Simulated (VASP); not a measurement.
# K4CuPb (P-6m2) in VASP: a series of runs

The runs below take K4CuPb through single point, with PBE.

All numbers are computed with VASP 6.6.1; they aren't measurements. Logs are shortened: lines on timing, memory, paths and dates and some standing lists are left out, and cuts for length are marked.

## (1) The cell of the first run

It takes space group P-6m2 (No. 187, hexagonal). The conventional cell has a = 6.735 Å, b = 6.735 Å, c = 4.934 Å, α = 90.00°, β = 90.00°, γ = 120.00°. Within 4.1 Å of K (site symmetry -6m2) lie 6 K at 3.14 Å and 3 Cu at 3.89 Å and 3 Pb at 3.89 Å. K (site symmetry mm2) has 2 Pb at 3.14 Å and 6 K at 3.14 to 3.37 Å and 4 Cu at 4.17 Å within 4.2 Å. Within 5.1 Å of Cu (site symmetry -6m2) lie 15 K at 3.89 to 4.17 Å and 3 Pb at 3.89 Å and 2 Cu at 4.93 Å. Pb (site symmetry -6m2) has 9 K at 3.14 to 3.89 Å and 3 Cu at 3.89 Å within 4.1 Å.

The cell was built from a structure type or drawn by symmetry, and may not be a known phase.

## (2) Single point, PBE

The input, INCAR:

```
SYSTEM = K4CuPb
PREC = Accurate ; ENCUT = 520
EDIFF = 1E-6 ; ISMEAR = 0
SIGMA = 0.1 ; LREAL = .FALSE.
LASPH = .TRUE. ; NELM = 100
ALGO = Normal ; ISIF = 2
LWAVE = .FALSE. ; LCHARG = .FALSE.
GGA = PE ; NBANDS = 40
```

The input, KPOINTS:

```
Automatic mesh
0
G
  3 3 4
  0 0 0
```

The input, POSCAR:

```
K4CuPb
1.0
    6.7351698900      0.0000000000      0.0000000000
   -3.3675849400      5.8328282200      0.0000000000
    0.0000000000      0.0000000000      4.9342480500
K Cu Pb
4 1 1
Direct
    0.3333333300      0.6666666700      0.0000000000
    0.6666826400      0.8333413200      0.5000000000
    0.1666586800      0.8333413200      0.5000000000
    0.1666586800      0.3333173600      0.5000000000
    0.6666666700      0.3333333300      0.0000000000
    0.0000000000      0.0000000000      0.0000000000
```

Potentials or basis: VASP PAW PBE potentials, release 64 (K_sv, Cu, Pb_d).

The run is started by

```console
$ cat potpaw_PBE.64/K_sv/POTCAR potpaw_PBE.64/Cu/POTCAR potpaw_PBE.64/Pb_d/POTCAR > POTCAR
$ mpirun -np 1 vasp_std > vasp.out
```

OUTCAR:

```text
SYSTEM = K4CuPb
   PREC = Accurate
   ENCUT = 520
   EDIFF = 1E-6
   ISMEAR = 0
   LREAL = .FALSE.
   LASPH = .TRUE.
   NELM = 100
   ISIF = 2
   GGA = PE

 ion  position               nearest neighbor table
   1  0.333  0.667  0.000-   3 3.14   3 3.14   4 3.14   4 3.14   2 3.14   2 3.14   6 3.89   6 3.89
                             6 3.89
   2  0.667  0.833  0.500-   6 3.14   6 3.14   1 3.14   1 3.14   4 3.37   3 3.37   4 3.37   3 3.37

   3  0.167  0.833  0.500-   6 3.14   6 3.14   1 3.14   1 3.14   4 3.37   2 3.37   4 3.37   2 3.37

   4  0.167  0.333  0.500-   6 3.14   6 3.14   1 3.14   1 3.14   3 3.37   2 3.37   3 3.37   2 3.37

   5  0.667  0.333  0.000-
   6  0.000  0.000  0.000-   4 3.14   4 3.14   3 3.14   3 3.14   2 3.14   2 3.14   1 3.89   1 3.89
                             1 3.89

  LATTYP: Found a hexagonal cell.
 ALAT       =     6.7351698900
 C/A-ratio  =     0.7326092928

  Lattice vectors:

 A1 = (   6.7351698900,   0.0000000000,   0.0000000000)
 A2 = (  -3.3675849400,   5.8328282200,   0.0000000000)
 A3 = (   0.0000000000,   0.0000000000,   4.9342480500)

Analysis of symmetry for initial positions (statically):
=====================================================================
 Subroutine PRICEL returns:
 Original cell was already a primitive cell.

 Routine SETGRP: Setting up the symmetry group for a
 hexagonal supercell.

 Subroutine GETGRP returns: Found 12 space group operations
 (whereof 12 operations were pure point group operations)
 out of a pool of 24 trial point group operations.

The static configuration has the point symmetry D_3h.

Analysis of symmetry for dynamics (positions and initial velocities):
=====================================================================
 Subroutine PRICEL returns:
 Original cell was already a primitive cell.

 Routine SETGRP: Setting up the symmetry group for a
 hexagonal supercell.

 Subroutine GETGRP returns: Found 12 space group operations
 (whereof 12 operations were pure point group operations)
 out of a pool of 24 trial point group operations.

The dynamic configuration has the point symmetry D_3h.

 Subroutine INISYM returns: Found 12 space group operations
 (whereof 12 operations are pure point group operations),
 and found     1 'primitive' translations

----------------------------------------------------------------------------------------

                                     Primitive cell

  volume of cell :     193.8424

  direct lattice vectors                    reciprocal lattice vectors
     6.735169890  0.000000000  0.000000000     0.148474354  0.085721708  0.000000000
    -3.367584940  5.832828220  0.000000000     0.000000000  0.171443417  0.000000000
     0.000000000  0.000000000  4.934248050     0.000000000  0.000000000  0.202665125

  length of vectors
     6.735169890  6.735169884  4.934248050     0.171443417  0.171443417  0.202665125

  position of ions in fractional coordinates (direct lattice)
     0.333333330  0.666666670  0.000000000
     0.666682640  0.833341320  0.500000000
     0.166658680  0.833341320  0.500000000
     0.166658680  0.333317360  0.500000000
     0.666666670  0.333333330  0.000000000
     0.000000000  0.000000000  0.000000000

  ion indices of the primitive-cell ions
   primitive index   ion index
                 1           1
                 2           2
                 3           3
                 4           4
                 5           5
                 6           6

----------------------------------------------------------------------------------------

 KPOINTS: Automatic mesh

Automatic generation of k-mesh.
 Grid dimensions read from file:
 generate k-points for:    3    3    4

 Generating k-lattice:

  Cartesian coordinates                     Fractional coordinates (reciprocal lattice)
     0.049491451  0.028573903  0.000000000     0.333333333 -0.000000000  0.000000000
     0.000000000  0.057147806  0.000000000     0.000000000  0.333333333  0.000000000
     0.000000000  0.000000000  0.050666281     0.000000000  0.000000000  0.250000000

  Length of vectors
     0.057147806  0.057147806  0.050666281

  Shift w.r.t. Gamma in fractional coordinates (k-lattice)
     0.000000000  0.000000000  0.000000000

 Subroutine IBZKPT returns following result:
 ===========================================

 Found      9 irreducible k-points:

 Following reciprocal coordinates:
            Coordinates               Weight
  0.000000  0.000000  0.000000      1.000000
  0.333333  0.000000  0.000000      6.000000
  0.333333  0.333333  0.000000      2.000000
  0.000000  0.000000  0.250000      2.000000
  0.333333  0.000000  0.250000     12.000000
  0.333333  0.333333  0.250000      4.000000
  0.000000  0.000000  0.500000      1.000000
  0.333333  0.000000  0.500000      6.000000
  0.333333  0.333333  0.500000      2.000000
   k-points           NKPTS =      9   k-points in BZ     NKDIM =      9   number of bands    NBANDS=     40
   number of dos      NEDOS =    301   number of ions     NIONS =      6
   total plane-waves  NPLWV = 100000
   dimension x,y,z NGX =    50 NGY =   50 NGZ =   40
   dimension x,y,z NGXF=   100 NGYF=  100 NGZF=   80
   ions per type =               4   1   1
   NGX,Y,Z   is equivalent  to a cutoff of  12.34, 12.34, 13.48 a.u.
   NGXF,Y,Z  is equivalent  to a cutoff of  24.68, 24.68, 26.95 a.u.
 SYSTEM =  K4CuPb
   PREC   = accura    normal or accurate (medium, high low for compatibility)
   ISTART =      0    job   : 0-new  1-cont  2-samecut
   ICHARG =      2    charge: 1-file 2-atom 10-const
   ISPIN  =      1    spin polarized calculation?
   LNONCOLLINEAR =      F non collinear calculations
   LSORBIT =      F    spin-orbit coupling
   LASPH  =      T    aspherical Exc in radial PAW
   ENCUT  =  520.0 eV  38.22 Ry    6.18 a.u.  12.52 12.52  9.17*2*pi/ulx,y,z
   NELM   =    100;   NELMIN=  2; NELMDL= -5     # of ELM steps
   EDIFF  = 0.1E-05   stopping-criterion for ELM
   LREAL  =      F    real-space projection
   EDIFFG = 0.1E-04   stopping-criterion for IOM
   NSW    =      0    number of steps for IOM
   IBRION =     -1    ionic relax: 0-MD 1-quasi-New 2-CG
   NFREE  =      0    steps in history (QN), initial steepest desc. (CG)
   ISIF   =      2    stress and relaxation
   ISYM   =      2    0-nonsym 1-usesym 2-fastsym
   POTIM  = 0.5000    time-step for ionic-motion
   TEBEG  =    0.0;   TEEND  =   0.0 temperature during run
   PSTRESS=    0.0 pullay stress
   NELECT =      61.0000    total number of electrons
   NUPDOWN=      -1.0000    fix difference up-down
   EMIN   =  10.00;   EMAX   =-10.00  energy-range for DOS
   EFERMI =   0.00;   METHOD = LEGACY
   ISMEAR =     0;   SIGMA  =   0.10  broadening in eV -4-tet -1-fermi 0-gaus
   EFERMI_NEDOS =   21; number of points for ismear=-14 and -15
   IALGO  =     38    algorithm
   IMIX   =      4    mixing-type and parameters
     AMIX     =   0.40;   BMIX     =  1.00
     AMIX_MAG =   1.60;   BMIX_MAG =  1.00
  volume/ion in A,a.u.               =      32.31       218.02
  Fermi-wavevector in a.u.,A,eV,Ry     =   1.113530  2.104266 16.870527  1.239949
  Thomas-Fermi vector in A             =   2.250116
   LORBIT       =      0    0 simple, 1 ext, 2 COOP (PROOUT), +10 PAW based schemes
   GGA     = PE    functional components
   LHFCALC =     F    Hartree Fock is set to
   AEXX    =    0.0000 exact exchange contribution
   IVDW    =     0    specifies the selected vdW correction
   LEPSILON=     F    determine dielectric tensor
   LRPA    =     F    only Hartree local field effects (RPA)
 non-spin polarized calculation
 Gauss-broadening in eV      SIGMA  =   0.10
  energy-cutoff  :      520.00
  volume of cell :      193.84
 maximum number of plane-waves:      5311
 NGX is ok and might be reduce to    50
   NGX = 25   NGY = 25   NGZ = 19

 number of electron      60.9999992 magnetization

 Free energy of the ion-electron system (eV)
  ---------------------------------------------------
  ext. energy  EPLUGINS =         0.00000000
  ---------------------------------------------------
  free energy    TOTEN  =        -6.71811596 eV

  energy without entropy =       -6.69450947  energy(sigma->0) =       -6.70631271

 E-fermi :   2.6583     XC(G=0):  -8.2110

 val. band max:        2.6260961796   @ k =   0.3333   0.0000   0.0000
 cond. band min:       2.6646722492   @ k =   0.3333   0.3333   0.0000
 fundamental gap:      0.0385760695
 Fermi energy:         2.6582599080

 k-point     1 :       0.0000    0.0000    0.0000
  band No.  band energies     occupation
      1     -30.1856      2.00000
      2     -29.4608      2.00000
      3     -29.3669      2.00000
      4     -29.3669      2.00000
      5     -14.2098      2.00000
      6     -13.9858      2.00000
[... 32 lines left out ...]
     39       5.7535      0.00000
     40       5.9148      0.00000

 k-point     2 :       0.3333    0.0000    0.0000
  band No.  band energies     occupation
      1     -30.1845      2.00000
      2     -29.4428      2.00000
      3     -29.3868      2.00000
      4     -29.3670      2.00000
      5     -14.2257      2.00000
      6     -13.9257      2.00000
[... 32 lines left out ...]
     39       6.2103      0.00000
     40       6.4007      0.00000

 k-point     3 :       0.3333    0.3333    0.0000
  band No.  band energies     occupation
      1     -30.1840      2.00000
      2     -29.4239      2.00000
      3     -29.4065      2.00000
      4     -29.3671      2.00000
      5     -14.2328      2.00000
      6     -13.8958      2.00000
[... 208 lines left out ...]
  band No.  band energies     occupation
      1     -30.1599      2.00000
      2     -29.4633      2.00000
      3     -29.3921      2.00000
      4     -29.3662      2.00000
      5     -14.3225      2.00000
      6     -13.8141      2.00000
[... 32 lines left out ...]
     39       6.2653      0.00000
     40       6.5141      0.00000

 k-point     9 :       0.3333    0.3333    0.5000
  band No.  band energies     occupation
      1     -30.1599      2.00000
      2     -29.4339      2.00000
      3     -29.4218      2.00000
      4     -29.3663      2.00000
      5     -14.2920      2.00000
      6     -13.8058      2.00000
[... 32 lines left out ...]
     39       6.5856      0.00000
     40       6.6333      0.00000

------------------------ aborting loop because EDIFF is reached ----------------------------------------

  FORCE on cell =-STRESS in cart. coord.  units (eV):
  Direction    XX          YY          ZZ          XY          YZ          ZX
  --------------------------------------------------------------------------------------
  -------------------------------------------------------------------------------------
  Total        4.8310494      4.8310494     13.8743907      0.0000000      0.0000000      0.0000000
  in kB       39.9303707     39.9303707    114.6768574      0.0000000      0.0000000      0.0000000
  external PRESSURE =      64.8458663 kB  Pullay stress =       0.0000000 kB

 VOLUME and BASIS-vectors are now :
 -----------------------------------------------------------------------------
  energy-cutoff  :      520.00
  volume of cell :      193.84
      direct lattice vectors                 reciprocal lattice vectors
     6.735169890  0.000000000  0.000000000     0.148474354  0.085721708  0.000000000
    -3.367584940  5.832828220  0.000000000     0.000000000  0.171443417  0.000000000
     0.000000000  0.000000000  4.934248050     0.000000000  0.000000000  0.202665125

 POSITION                                       TOTAL-FORCE (eV/Angst)
 -----------------------------------------------------------------------------------
     -0.00000      3.88855      0.00000         0.000000     -0.000000     -0.000000
      1.68387      4.86074      2.46712         0.040780      0.023544     -0.000000
     -1.68387      4.86074      2.46712        -0.040780      0.023544     -0.000000
      0.00000      1.94418      2.46712        -0.000000     -0.047089      0.000000
      3.36758      1.94428      0.00000         0.000000     -0.000000     -0.000000
      0.00000      0.00000      0.00000         0.000000     -0.000000     -0.000000
 -----------------------------------------------------------------------------------
    total drift:                                0.000012     -0.000007      0.000000

  FREE ENERGIE OF THE ION-ELECTRON SYSTEM (eV)
  ---------------------------------------------------
  free  energy   TOTEN  =        -6.7181159566 eV

  energy  without entropy=       -6.6945094684  energy(sigma->0) =       -6.70631271
```

Run time: 82 s. Hardware: 1 thread of AMD EPYC 9R45 (Zen 5), shared host; peak memory 0.3 GiB.

Results:

- Free energy: -6.7181 eV
- Pressure: 6.5 GPa
- Largest force: 0.047 eV/Å
- Band gap on the k mesh: zero (an odd number of electrons rules out a gap without spin polarisation)

Forces in eV/Å, atoms in the order of the input:
```
K    0.000  0.000  0.000
K    0.041  0.024  0.000
K   -0.041  0.024  0.000
K    0.000 -0.047  0.000
Cu   0.000  0.000  0.000
Pb   0.000  0.000  0.000
```

Caveat: the cell stands under pressure; spin-orbit coupling is left out, which moves the levels of the heavy elements.

(Continued in part 2 of 2.)
